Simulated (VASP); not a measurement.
# SnS2 (P-3m1) in VASP: notebook

The runs below take SnS2 through relaxation of cell and atoms, with PBE+D3(BJ), LDA, r2SCAN+D4.

All numbers are computed with VASP 6.6.1; they aren't measurements. Logs are shortened: lines on timing, memory, paths and dates and some standing lists are left out, and cuts for length are marked.

## 1. The cell of the first run

The structure is trigonal, space group P-3m1 (No. 164). Conventional cell: a = 3.639 Å, b = 3.639 Å, c = 5.868 Å, α = 90.00°, β = 90.00°, γ = 120.00°. Within 3.4 Å of Sn (site symmetry -3m) lie 6 S at 2.56 Å. Within 3.4 Å of S (site symmetry 3m) lie 3 Sn at 2.56 Å.

## 2. Relaxation of cell and atoms, PBE+D3(BJ)

INCAR

```
  ALGO = Normal
  EDIFF = 1E-7
  EDIFFG = -0.01
  ENCUT = 500
  GGA = PE
  GGA_COMPAT = F
  IBRION = 2
  ISIF = 3
  ISMEAR = 0
  IVDW = 12
  LASPH = T
  LCHARG = F
  LREAL = F
  LWAVE = F
  NELM = 120
  NELMIN = 4
  NSW = 80
  PREC = Accurate
  SIGMA = 0.01
```

KPOINTS

```
k-points
0
Gamma
  6 6 4
```

POSCAR

```
SnS2
1.0
    3.6390000000      0.0000000000      0.0000000000
   -1.8195000000      3.1514660000      0.0000000000
    0.0000000000      0.0000000000      5.8680000000
Sn S
1 2
Direct
    0.0000000000      0.0000000000      0.0000000000
    0.3333333333      0.6666666667      0.2500000000
    0.6666666667      0.3333333333      0.7500000000
```

Potentials or basis: VASP PAW PBE potentials, release 64 (Sn_d, S).

On the command line:

```sh
> cat potpaw_PBE.64/Sn_d/POTCAR potpaw_PBE.64/S/POTCAR > POTCAR
> mpirun -np 1 vasp_std > vasp.out
```

OUTCAR:

```text
EDIFF = 1E-7
   EDIFFG = -0.01
   ENCUT = 500
   GGA = PE
   IBRION = 2
   ISIF = 3
   ISMEAR = 0
   IVDW = 12
   LASPH = T
   LREAL = F
   NELM = 120
   NELMIN = 4
   NSW = 80
   PREC = Accurate
 IVDW          = 12

 ion  position               nearest neighbor table
   1  0.000  0.000  0.000-   2 2.56   3 2.56   3 2.56   2 2.56   3 2.56   2 2.56
   2  0.333  0.667  0.250-   1 2.56   1 2.56   1 2.56
   3  0.667  0.333  0.750-   1 2.56   1 2.56   1 2.56

  LATTYP: Found a hexagonal cell.
 ALAT       =     3.6390000000
 C/A-ratio  =     1.6125309151

  Lattice vectors:

 A1 = (   3.6390000000,   0.0000000000,   0.0000000000)
 A2 = (  -1.8195000000,   3.1514660000,   0.0000000000)
 A3 = (   0.0000000000,   0.0000000000,   5.8680000000)

Analysis of symmetry for initial positions (statically):
=====================================================================
 Subroutine PRICEL returns:
 Original cell was already a primitive cell.

 Routine SETGRP: Setting up the symmetry group for a
 hexagonal supercell.

 Subroutine GETGRP returns: Found 12 space group operations
 (whereof 12 operations were pure point group operations)
 out of a pool of 24 trial point group operations.

The static configuration has the point symmetry D_3d.

Analysis of symmetry for dynamics (positions and initial velocities):
=====================================================================
 Subroutine PRICEL returns:
 Original cell was already a primitive cell.

 Routine SETGRP: Setting up the symmetry group for a
 hexagonal supercell.

 Subroutine GETGRP returns: Found 12 space group operations
 (whereof 12 operations were pure point group operations)
 out of a pool of 24 trial point group operations.

The dynamic configuration has the point symmetry D_3d.

 Subroutine INISYM returns: Found 12 space group operations
 (whereof 12 operations are pure point group operations),
 and found     1 'primitive' translations

----------------------------------------------------------------------------------------

                                     Primitive cell

  volume of cell :      67.2953

  direct lattice vectors                    reciprocal lattice vectors
     3.639000000  0.000000000  0.000000000     0.274800769  0.158656321  0.000000000
    -1.819500000  3.151466000  0.000000000     0.000000000  0.317312641  0.000000000
     0.000000000  0.000000000  5.868000000     0.000000000  0.000000000  0.170415815

  length of vectors
     3.639000000  3.638999615  5.868000000     0.317312608  0.317312641  0.170415815

  position of ions in fractional coordinates (direct lattice)
     0.000000000  0.000000000  0.000000000
     0.333333333  0.666666667  0.250000000
     0.666666667  0.333333333  0.750000000

  ion indices of the primitive-cell ions
   primitive index   ion index
                 1           1
                 2           2
                 3           3

----------------------------------------------------------------------------------------

 KPOINTS: k-points

Automatic generation of k-mesh.
 Grid dimensions read from file:
 generate k-points for:    6    6    4

 Generating k-lattice:

  Cartesian coordinates                     Fractional coordinates (reciprocal lattice)
     0.045800128  0.026442720  0.000000000     0.166666667  0.000000000  0.000000000
     0.000000000  0.052885440  0.000000000     0.000000000  0.166666667  0.000000000
     0.000000000  0.000000000  0.042603954     0.000000000  0.000000000  0.250000000

  Length of vectors
     0.052885435  0.052885440  0.042603954

  Shift w.r.t. Gamma in fractional coordinates (k-lattice)
     0.000000000  0.000000000  0.000000000

 Subroutine IBZKPT returns following result:
 ===========================================

 Found     24 irreducible k-points:

 Following reciprocal coordinates:
            Coordinates               Weight
  0.000000  0.000000  0.000000      1.000000
  0.166667 -0.000000  0.000000      6.000000
  0.333333 -0.000000  0.000000      6.000000
  0.500000  0.000000  0.000000      3.000000
  0.166667  0.166667  0.000000      6.000000
  0.333333  0.166667  0.000000     12.000000
[... 16 lines left out ...]
  0.333333  0.166667  0.500000     12.000000
  0.333333  0.333333  0.500000      2.000000
   k-points           NKPTS =     24   k-points in BZ     NKDIM =     24   number of bands    NBANDS=     17
   number of dos      NEDOS =    301   number of ions     NIONS =      3
   total plane-waves  NPLWV =  37632
   dimension x,y,z NGX =    28 NGY =   28 NGZ =   48
   dimension x,y,z NGXF=    56 NGYF=   56 NGZF=   96
   ions per type =               1   2
   NGX,Y,Z   is equivalent  to a cutoff of  12.79, 12.79, 13.60 a.u.
   NGXF,Y,Z  is equivalent  to a cutoff of  25.58, 25.58, 27.20 a.u.
 SYSTEM =  unknown system
   PREC   = accura    normal or accurate (medium, high low for compatibility)
   ISTART =      0    job   : 0-new  1-cont  2-samecut
   ICHARG =      2    charge: 1-file 2-atom 10-const
   ISPIN  =      1    spin polarized calculation?
   LNONCOLLINEAR =      F non collinear calculations
   LSORBIT =      F    spin-orbit coupling
   LASPH  =      T    aspherical Exc in radial PAW
   ENCUT  =  500.0 eV  36.75 Ry    6.06 a.u.   6.63  6.63 10.70*2*pi/ulx,y,z
   NELM   =    120;   NELMIN=  4; NELMDL= -5     # of ELM steps
   EDIFF  = 0.1E-06   stopping-criterion for ELM
   LREAL  =      F    real-space projection
   EDIFFG = -.1E-01   stopping-criterion for IOM
   NSW    =     80    number of steps for IOM
   IBRION =      2    ionic relax: 0-MD 1-quasi-New 2-CG
   NFREE  =      1    steps in history (QN), initial steepest desc. (CG)
   ISIF   =      3    stress and relaxation
   ISYM   =      2    0-nonsym 1-usesym 2-fastsym
   POTIM  = 0.5000    time-step for ionic-motion
   TEBEG  =    0.0;   TEEND  =   0.0 temperature during run
   PSTRESS=    0.0 pullay stress
   NELECT =      26.0000    total number of electrons
   NUPDOWN=      -1.0000    fix difference up-down
   EMIN   =  10.00;   EMAX   =-10.00  energy-range for DOS
   EFERMI =   0.00;   METHOD = LEGACY
   ISMEAR =     0;   SIGMA  =   0.01  broadening in eV -4-tet -1-fermi 0-gaus
   EFERMI_NEDOS =   21; number of points for ismear=-14 and -15
   IALGO  =     38    algorithm
   IMIX   =      4    mixing-type and parameters
     AMIX     =   0.40;   BMIX     =  1.00
     AMIX_MAG =   1.60;   BMIX_MAG =  1.00
  volume/ion in A,a.u.               =      22.43       151.38
  Fermi-wavevector in a.u.,A,eV,Ry     =   1.192352  2.253218 19.343436  1.421702
  Thomas-Fermi vector in A             =   2.328392
   LORBIT       =      0    0 simple, 1 ext, 2 COOP (PROOUT), +10 PAW based schemes
   GGA     = PE    functional components
   LHFCALC =     F    Hartree Fock is set to
   AEXX    =    0.0000 exact exchange contribution
   IVDW    =    12    specifies the selected vdW correction
   LEPSILON=     F    determine dielectric tensor
   LRPA    =     F    only Hartree local field effects (RPA)
 conjugate gradient relaxation of ions
 non-spin polarized calculation
 Gauss-broadening in eV      SIGMA  =   0.01
  energy-cutoff  :      500.00
  volume of cell :       67.30
 maximum number of plane-waves:      1737
 NGX is ok and might be reduce to    28
   NGX = 13   NGY = 13   NGZ = 21

--------------------------------------- Ionic step        1  -------------------------------------------

 number of electron      26.0000007 magnetization

 Free energy of the ion-electron system (eV)
  ---------------------------------------------------
  ext. energy  EPLUGINS =         0.00000000
  ---------------------------------------------------
  free energy    TOTEN  =       -13.13336019 eV

  energy without entropy =      -13.13336019  energy(sigma->0) =      -13.13336019

------------------------ aborting loop because EDIFF is reached ----------------------------------------

 Edisp (eV)   -0.98983

 E8    (eV) :    -0.4043

  FORCE on cell =-STRESS in cart. coord.  units (eV):
  Direction    XX          YY          ZZ          XY          YZ          ZX
  --------------------------------------------------------------------------------------
  -------------------------------------------------------------------------------------
  Total       0.78138     0.78138     0.57909    -0.00000     0.00000     0.00000
  in kB      18.60311    18.60310    13.78718    -0.00000     0.00000     0.00000
  external pressure =       17.00 kB  Pullay stress =        0.00 kB

 VOLUME and BASIS-vectors are now :
 -----------------------------------------------------------------------------
  energy-cutoff  :      500.00
  volume of cell :       67.30
      direct lattice vectors                 reciprocal lattice vectors
     3.639000000  0.000000000  0.000000000     0.274800769  0.158656321  0.000000000
    -1.819500000  3.151466000  0.000000000     0.000000000  0.317312641  0.000000000
     0.000000000  0.000000000  5.868000000     0.000000000  0.000000000  0.170415815

 POSITION                                       TOTAL-FORCE (eV/Angst)
 -----------------------------------------------------------------------------------
      0.00000      0.00000      0.00000        -0.000000      0.000000      0.000000
     -0.00000      2.10098      1.46700         0.000000     -0.000000      0.248113
      1.81950      1.05049      4.40100        -0.000000      0.000000     -0.248113
 -----------------------------------------------------------------------------------
    total drift:                               -0.000000     -0.000000     -0.000000
[... 271 lines left out ...]
 VOLUME and BASIS-vectors are now :
 -----------------------------------------------------------------------------
  energy-cutoff  :      500.00
  volume of cell :       67.15
      direct lattice vectors                 reciprocal lattice vectors
     3.667769501  0.000000000  0.000000000     0.272645268  0.157411842  0.000000000
    -1.833884750  3.176381108  0.000000000    -0.000000000  0.314823683 -0.000000000
    -0.000000000  0.000000000  5.763785364     0.000000000 -0.000000000  0.173497092

 POSITION                                       TOTAL-FORCE (eV/Angst)
 -----------------------------------------------------------------------------------
      3.66777      0.00000      0.00000         0.000000      0.000000      0.000000
     -0.00000      2.11759      1.47857         0.000000     -0.000000     -0.024797
      1.83388      1.05879      4.28521        -0.000000      0.000000      0.024797
 -----------------------------------------------------------------------------------
    total drift:                                0.000000      0.000000     -0.000000

  FREE ENERGIE OF THE ION-ELECTRON SYSTEM (eV)
  ---------------------------------------------------
  free  energy   TOTEN  =       -14.1325590571 eV

  energy  without entropy=      -14.1325590571  energy(sigma->0) =      -14.13255906

--------------------------------------- Ionic step        9  -------------------------------------------

 number of electron      26.0000011 magnetization

 Free energy of the ion-electron system (eV)
  ---------------------------------------------------
  ext. energy  EPLUGINS =         0.00000000
  ---------------------------------------------------
  free energy    TOTEN  =       -13.14584991 eV

  energy without entropy =      -13.14584991  energy(sigma->0) =      -13.14584991

 E-fermi :   4.9514     XC(G=0):  -9.6727

 val. band max:        4.8734044418   @ k =   0.0000   0.0000   0.0000
 cond. band min:       6.2015208482   @ k =   0.5000   0.0000   0.2500
 fundamental gap:      1.3281164064
 Fermi energy:         4.9513929439

 k-point     1 :       0.0000    0.0000    0.0000
  band No.  band energies     occupation
      1     -16.1678      2.00000
      2     -16.1678      2.00000
      3     -16.1299      2.00000
      4     -16.1032      2.00000
      5     -16.1032      2.00000
      6      -8.9554      2.00000
[... 9 lines left out ...]
     16      10.1809      0.00000
     17      10.1809      0.00000

 k-point     2 :       0.1667   -0.0000    0.0000
  band No.  band energies     occupation
      1     -16.1842      2.00000
      2     -16.1540      2.00000
      3     -16.1200      2.00000
      4     -16.1107      2.00000
      5     -16.1012      2.00000
      6      -8.6536      2.00000
[... 9 lines left out ...]
     16      10.1963      0.00000
     17      10.6236      0.00000
[... 455 lines left out ...]
 VOLUME and BASIS-vectors are now :
 -----------------------------------------------------------------------------
  energy-cutoff  :      500.00
  volume of cell :       67.55
      direct lattice vectors                 reciprocal lattice vectors
     3.669031489  0.000000000  0.000000000     0.272551490  0.157357699  0.000000000
    -1.834515744  3.177474021  0.000000000    -0.000000000  0.314715398 -0.000000000
    -0.000000000  0.000000000  5.793819401     0.000000000 -0.000000000  0.172597717

 POSITION                                       TOTAL-FORCE (eV/Angst)
 -----------------------------------------------------------------------------------
     -0.00000      0.00000      0.00000         0.000000     -0.000000      0.000000
     -0.00000      2.11832      1.47677        -0.000000      0.000000      0.001264
      1.83452      1.05916      4.31705         0.000000     -0.000000     -0.001264
 -----------------------------------------------------------------------------------
    total drift:                               -0.000000      0.000000      0.000000

  FREE ENERGIE OF THE ION-ELECTRON SYSTEM (eV)
  ---------------------------------------------------
  free  energy   TOTEN  =       -14.1328098333 eV

  energy  without entropy=      -14.1328098333  energy(sigma->0) =      -14.13280983

 reached required accuracy - stopping structural energy minimisation
```

Wall time 5 min (1 thread of Intel Xeon 8259CL, shared host); peak memory 0.21 GiB.

What came out:

```
Free energy                           : -14.1328 eV
Relaxed volume                        : 22.52 Å³/atom
Relaxed cell                          : a = 3.669 Å, b = 3.669 Å, c = 5.794 Å, α = 90.00°, β = 90.00°, γ = 120.00°
Space group after relaxing (to 0.1 Å) : P-3m1 (No. 164)
Energy gained by relaxing             : 3.2 meV/atom
Ionic steps                           : 9
Pressure after relaxing               : 0.0 GPa
Band gap on the k mesh                : 1.33 eV (least direct gap 1.72 eV)
Dispersion energy per atom            : -0.329 eV
```

The path:
```tsv
step	energy change (eV)	largest force (eV/Å)	pressure (GPa)	volume (Å³)
1	0.0000	0.2481	1.70	67.30
2	-0.0013	0.1875	-1.54	69.64
3	-0.0079	0.0144	-0.05	68.50
4	-0.0082	0.0265	-0.06	68.46
5	-0.0085	0.0533	-0.07	68.38
6	-0.0088	0.0455	-0.06	68.26
7	-0.0094	0.0223	-0.04	67.89
8	-0.0094	0.0248	0.04	67.15
9	-0.0096	0.0013	0.00	67.55
```

Final structure:
```
Sn S
1.0
     3.66903    0.00000    0.00000
    -1.83452    3.17747    0.00000
     0.00000    0.00000    5.79382
Sn S
1 2
Direct
  0.00000 0.00000 0.00000
  0.33333 0.66667 0.25489
  0.66667 0.33333 0.74511
```

Caveat: spin-orbit coupling is left out, which moves the levels of the heavy elements.

## 3. Relaxation of cell and atoms, LDA

INCAR

```
SYSTEM = SnS2
ALGO = Normal
EDIFF = 1E-7
EDIFFG = -0.01
ENCUT = 500
GGA_COMPAT = .False.
IBRION = 2
ISIF = 3
ISMEAR = 0
LASPH = .True.
LCHARG = .False.
LREAL = .False.
LWAVE = .False.
NELM = 120
NELMIN = 4
NSW = 80
PREC = Accurate
SIGMA = 0.01
```

KPOINTS

```
k-points
0
Gamma
  6 6 4
  0 0 0
```

POSCAR is that of step 2.

Potentials or basis: VASP PAW LDA potentials, release 64 (Sn_d, S).

On the command line:

```sh
> cat potpaw_LDA.64/Sn_d/POTCAR potpaw_LDA.64/S/POTCAR > POTCAR
> mpirun -np 1 vasp_std > vasp.out
```

It took 5.3 min on 1 thread of Intel Xeon 8259CL, shared host; peak memory 0.18 GiB.

The run converged. Its results:

```
Free energy                           : -15.0663 eV
Relaxed volume                        : 21.65 Å³/atom
Relaxed cell                          : a = 3.632 Å, b = 3.632 Å, c = 5.684 Å, α = 90.00°, β = 90.00°, γ = 120.00°
Space group after relaxing (to 0.1 Å) : P-3m1 (No. 164)
Energy gained by relaxing             : 2.0 meV/atom
Ionic steps                           : 13
Pressure after relaxing               : 0.0 GPa
Largest force after relaxing          : 0.006 eV/Å
Band gap on the k mesh                : 1.15 eV (least direct gap 1.61 eV)
```

Forces on the atoms (eV/Å):
```
Sn   0.000  0.000  0.000
S    0.000  0.000 -0.006
S    0.000  0.000  0.006
```

Step by step:
```csv
step,energy change (eV),largest force (eV/Å),pressure (GPa),volume (Å³)
1,0.0000,0.0050,-0.72,67.30
2,-0.0006,0.1479,0.53,66.32
3,-0.0013,0.0830,0.00,66.73
4,-0.0019,0.0705,0.00,66.58
5,-0.0034,0.0330,0.01,66.16
6,-0.0044,0.0424,0.08,65.31
7,-0.0048,0.0400,0.08,65.22
8,-0.0057,0.0327,0.04,64.95
9,-0.0048,0.0183,0.01,64.40
10,-0.0058,0.0269,0.05,64.81
11,-0.0058,0.0272,0.03,64.82
12,-0.0059,0.0174,0.04,64.87
13,-0.0059,0.0057,0.04,64.94
```

Final structure:
```yaml
crystal:
  lattice:
    - [3.63207, 0.00000, 0.00000]
    - [-1.81603, 3.14546, 0.00000]
    - [0.00000, 0.00000, 5.68408]
  atoms:
    - { symbol: Sn, position: [0.00000, 0.00000, 0.00000] }
    - { symbol: S, position: [0.33333, 0.66667, 0.25800] }
    - { symbol: S, position: [0.66667, 0.33333, 0.74200] }
```

Levels at points of the mesh, in eV from the valence-band top:
| k point | band 10 | band 11 | band 12 | band 13 | band 14 | band 15 | band 16 | band 17 |
| --- | --- | --- | --- | --- | --- | --- | --- | --- |
| (0.00, 0.00, 0.00) | -0.85 | -0.60 | -0.60 | 0.00 | 1.61 | 3.26 | 5.16 | 5.16 |
| (0.50, 0.00, 0.00) | -3.17 | -2.86 | -1.45 | -0.43 | 1.52 | 4.10 | 5.46 | 5.69 |
| (0.00, 0.00, 0.50) | -0.98 | -0.98 | -0.39 | -0.39 | 2.97 | 3.37 | 4.79 | 4.79 |
| (0.50, 0.00, 0.50) | -2.62 | -1.96 | -1.01 | -0.95 | 1.26 | 4.30 | 5.14 | 6.17 |

Caveat: spin-orbit coupling is left out, which moves the levels of the heavy elements. A k mesh can miss the band edges.

(Part 1 of 2 ends here.)
